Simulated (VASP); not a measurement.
# Sc (P6_3/mmc) in VASP: notebook

Runs on Sc. Level: PBEsol. Tasks: single point.

Everything below comes from runs of VASP 6.6.1. Logs are shortened: lines on timing, memory, paths and dates and some standing lists are left out, and cuts for length are marked.

## (1) The cell of the first run

The structure is hexagonal, space group P6_3/mmc (No. 194). The conventional cell has a = 3.276 Å, b = 3.276 Å, c = 5.273 Å, α = 90.00°, β = 90.00°, γ = 120.00°. Sc (site symmetry -6m2) has 12 Sc at 3.24 to 3.28 Å within 4.3 Å.

## (2) Single point, PBEsol

File INCAR:

```
  PREC = Accurate
  ENCUT = 500
  EDIFF = 1E-6
  ISMEAR = -1
  SIGMA = 0.05
  LREAL = False
  LASPH = True
  NELM = 120
  ALGO = Normal
  ISIF = 2
  LWAVE = False
  LCHARG = False
  GGA = PS
  NBANDS = 18
  GGA_COMPAT = False
```

File KPOINTS:

```
Automatic mesh
0
Gamma
  8 8 4
```

File POSCAR:

```
Sc
1.0
    3.2759100000      0.0000000000      0.0000000000
   -1.6379550000      2.8370212805      0.0000000000
    0.0000000000      0.0000000000      5.2733000000
Sc
2
Direct
    0.6666666667      0.3333333333      0.7500000000
    0.3333333333      0.6666666667      0.2500000000
```

Potentials or basis: VASP PAW PBE potentials, release 64 (Sc_sv).

Launch:

```sh
cat potpaw_PBE.64/Sc_sv/POTCAR > POTCAR
mpirun -np 1 vasp_std > vasp.out
```

OUTCAR:

```text
PREC = Accurate
   ENCUT = 500
   EDIFF = 1E-6
   ISMEAR = -1
   LREAL = False
   LASPH = True
   NELM = 120
   ISIF = 2
   GGA = PS

 ion  position               nearest neighbor table
   1  0.667  0.333  0.750-   2 3.24   2 3.24   2 3.24   2 3.24   2 3.24   2 3.24
   2  0.333  0.667  0.250-   1 3.24   1 3.24   1 3.24   1 3.24   1 3.24   1 3.24

  LATTYP: Found a hexagonal cell.
 ALAT       =     3.2759100000
 C/A-ratio  =     1.6097206578

  Lattice vectors:

 A1 = (   3.2759100000,   0.0000000000,   0.0000000000)
 A2 = (  -1.6379550000,   2.8370212805,   0.0000000000)
 A3 = (   0.0000000000,   0.0000000000,   5.2733000000)

Analysis of symmetry for initial positions (statically):
=====================================================================
 Subroutine PRICEL returns:
 Original cell was already a primitive cell.

 Routine SETGRP: Setting up the symmetry group for a
 hexagonal supercell.

 Subroutine GETGRP returns: Found 24 space group operations
 (whereof 12 operations were pure point group operations)
 out of a pool of 24 trial point group operations.

The static configuration has the point symmetry D_3d.
 The point group associated with its full space group is D_6h.

Analysis of symmetry for dynamics (positions and initial velocities):
=====================================================================
 Subroutine PRICEL returns:
 Original cell was already a primitive cell.

 Routine SETGRP: Setting up the symmetry group for a
 hexagonal supercell.

 Subroutine GETGRP returns: Found 24 space group operations
 (whereof 12 operations were pure point group operations)
 out of a pool of 24 trial point group operations.

The dynamic configuration has the point symmetry D_3d.
 The point group associated with its full space group is D_6h.

 Subroutine INISYM returns: Found 24 space group operations
 (whereof 12 operations are pure point group operations),
 and found     1 'primitive' translations

----------------------------------------------------------------------------------------

                                     Primitive cell

  volume of cell :      49.0091

  direct lattice vectors                    reciprocal lattice vectors
     3.275910000  0.000000000  0.000000000     0.305258691  0.176241188  0.000000000
[... 76 lines left out ...]
 SYSTEM =  unknown system
   PREC   = accura    normal or accurate (medium, high low for compatibility)
   ISTART =      0    job   : 0-new  1-cont  2-samecut
   ICHARG =      2    charge: 1-file 2-atom 10-const
   ISPIN  =      1    spin polarized calculation?
   LNONCOLLINEAR =      F non collinear calculations
   LSORBIT =      F    spin-orbit coupling
   LASPH  =      T    aspherical Exc in radial PAW
   ENCUT  =  500.0 eV  36.75 Ry    6.06 a.u.   5.97  5.97  9.61*2*pi/ulx,y,z
   NELM   =    120;   NELMIN=  2; NELMDL= -5     # of ELM steps
   EDIFF  = 0.1E-05   stopping-criterion for ELM
   LREAL  =      F    real-space projection
   EDIFFG = 0.1E-04   stopping-criterion for IOM
   NSW    =      0    number of steps for IOM
   IBRION =     -1    ionic relax: 0-MD 1-quasi-New 2-CG
   NFREE  =      0    steps in history (QN), initial steepest desc. (CG)
   ISIF   =      2    stress and relaxation
   ISYM   =      2    0-nonsym 1-usesym 2-fastsym
   POTIM  = 0.5000    time-step for ionic-motion
   TEBEG  =    0.0;   TEEND  =   0.0 temperature during run
   PSTRESS=    0.0 pullay stress
   NELECT =      22.0000    total number of electrons
   NUPDOWN=      -1.0000    fix difference up-down
   EMIN   =  10.00;   EMAX   =-10.00  energy-range for DOS
   EFERMI =   0.00;   METHOD = LEGACY
   ISMEAR =    -1;   SIGMA  =   0.05  broadening in eV -4-tet -1-fermi 0-gaus
   EFERMI_NEDOS =   21; number of points for ismear=-14 and -15
   IALGO  =     38    algorithm
   IMIX   =      4    mixing-type and parameters
     AMIX     =   0.40;   BMIX     =  1.00
     AMIX_MAG =   1.60;   BMIX_MAG =  1.00
  volume/ion in A,a.u.               =      24.50       165.36
  Fermi-wavevector in a.u.,A,eV,Ry     =   1.253497  2.368766 21.378226  1.571255
  Thomas-Fermi vector in A             =   2.387347
   LORBIT       =      0    0 simple, 1 ext, 2 COOP (PROOUT), +10 PAW based schemes
   GGA     = PS    functional components
   LHFCALC =     F    Hartree Fock is set to
   AEXX    =    0.0000 exact exchange contribution
   IVDW    =     0    specifies the selected vdW correction
   LEPSILON=     F    determine dielectric tensor
   LRPA    =     F    only Hartree local field effects (RPA)
 non-spin polarized calculation
  energy-cutoff  :      500.00
  volume of cell :       49.01
 maximum number of plane-waves:      1258
 NGX is ok and might be reduce to    24
   NGX = 11   NGY = 11   NGZ = 19

 number of electron      22.0000002 magnetization

 Free energy of the ion-electron system (eV)
  ---------------------------------------------------
  ext. energy  EPLUGINS =         0.00000000
  ---------------------------------------------------
  free energy    TOTEN  =       -13.21406111 eV

  energy without entropy =      -13.18442996  energy(sigma->0) =      -13.19924553

 E-fermi :   3.6215     XC(G=0): -10.0140

 val. band max:        3.5976496359   @ k =   0.3750   0.0000   0.0000
 cond. band min:       3.6490230336   @ k =   0.5000   0.0000   0.5000
 fundamental gap:      0.0513733977
 Fermi energy:         3.6215453870

 k-point     1 :       0.0000    0.0000    0.0000
  band No.  band energies     occupation
      1     -45.5788      2.00000
      2     -45.5133      2.00000
      3     -24.4831      2.00000
      4     -24.1396      2.00000
      5     -24.1396      2.00000
      6     -24.0817      2.00000
[... 481 lines left out ...]
      5     -24.1741      2.00000
      6     -24.1741      2.00000
[... 10 lines left out ...]
     17       7.3330      0.00000
     18       7.3836      0.00000

 [... further k-points ...]
[... 5 lines left out ...]
  --------------------------------------------------------------------------------------
  -------------------------------------------------------------------------------------
  Total       -0.2979225     -0.2979225     -1.1616405      0.0000000      0.0000000      0.0000000
  in kB       -9.7395040     -9.7395040    -37.9756576      0.0000000      0.0000000      0.0000000
  external PRESSURE =     -19.1515552 kB  Pullay stress =       0.0000000 kB

 VOLUME and BASIS-vectors are now :
 -----------------------------------------------------------------------------
  energy-cutoff  :      500.00
  volume of cell :       49.01
      direct lattice vectors                 reciprocal lattice vectors
     3.275910000  0.000000000  0.000000000     0.305258691  0.176241188  0.000000000
    -1.637955000  2.837021281  0.000000000     0.000000000  0.352482375  0.000000000
     0.000000000  0.000000000  5.273300000     0.000000000  0.000000000  0.189634574

 POSITION                                       TOTAL-FORCE (eV/Angst)
 -----------------------------------------------------------------------------------
      1.63796      0.94567      3.95498        -0.000000      0.000000      0.000000
     -0.00000      1.89135      1.31832         0.000000      0.000000      0.000000
 -----------------------------------------------------------------------------------
    total drift:                               -0.000000      0.000000     -0.000000

  FREE ENERGIE OF THE ION-ELECTRON SYSTEM (eV)
  ---------------------------------------------------
  free  energy   TOTEN  =       -13.2140611085 eV

  energy  without entropy=      -13.1844299588  energy(sigma->0) =      -13.19924553
```

OSZICAR:

```text
N       E                     dE             d eps       ncg     rms          rms(c)
DAV:   1     0.346924163031E+03    0.34692E+03   -0.10898E+04  1080   0.126E+03
DAV:   2     0.536829717373E+01   -0.34156E+03   -0.33490E+03  1280   0.533E+02
DAV:   3    -0.143712444055E+02   -0.19740E+02   -0.18860E+02  1756   0.157E+02
DAV:   4    -0.147623102391E+02   -0.39107E+00   -0.38958E+00  1646   0.197E+01
DAV:   5    -0.147669671787E+02   -0.46569E-02   -0.46560E-02  1828   0.231E+00    0.795E+00
DAV:   6    -0.134042110767E+02    0.13628E+01   -0.30536E+00  1414   0.192E+01    0.235E+00
DAV:   7    -0.132273111643E+02    0.17690E+00   -0.77445E-01  1456   0.876E+00    0.865E-01
DAV:   8    -0.132158744309E+02    0.11437E-01   -0.33973E-02  1332   0.232E+00    0.265E-01
DAV:   9    -0.132140424076E+02    0.18320E-02   -0.93273E-03  1494   0.995E-01    0.198E-02
DAV:  10    -0.132140625947E+02   -0.20187E-04   -0.11772E-04  1564   0.147E-01    0.906E-03
DAV:  11    -0.132140589801E+02    0.36146E-05   -0.51970E-06  1534   0.243E-02    0.326E-03
DAV:  12    -0.132140610782E+02   -0.20982E-05   -0.56712E-07   806   0.927E-03    0.882E-04
DAV:  13    -0.132140611085E+02   -0.30279E-07   -0.11535E-07   724   0.562E-03
   1 F= -.13214061E+02 E0= -.13199246E+02  d E =-.296311E-01
```

It took 28 s on 1 thread of Intel Xeon 8259CL, shared host; peak memory 0.16 GiB.

What came out:

| Item | Value |
| --- | --- |
| Free energy | -13.2141 eV |
| Pressure | -1.9 GPa |
| Band gap on the k mesh | zero (band 11 reaches 4.47 eV, above the bottom of band 12 at 3.17 eV) |

Levels at points of the mesh, in eV from the Fermi level:
```tsv
k point	band 7	band 8	band 9	band 10	band 11	band 12	band 13	band 14	band 15	band 16
(0.00, 0.00, 0.00)	-27.70	-27.68	-5.16	-1.72	0.39	1.61	1.61	1.67	2.02	2.02
(0.50, 0.00, 0.00)	-27.78	-27.75	-1.60	-1.07	-0.73	-0.26	1.19	1.45	1.74	3.85
(0.00, 0.00, 0.50)	-27.73	-27.73	-3.68	-3.68	0.85	0.85	1.56	1.56	1.56	1.56
(0.50, 0.00, 0.50)	-27.79	-27.79	-1.50	-1.50	0.03	0.03	1.27	1.27	2.45	2.45
```

Caveat: the PAW data sets were made with another functional, which shifts forces and pressure a little.

[end of part 1 of 3]
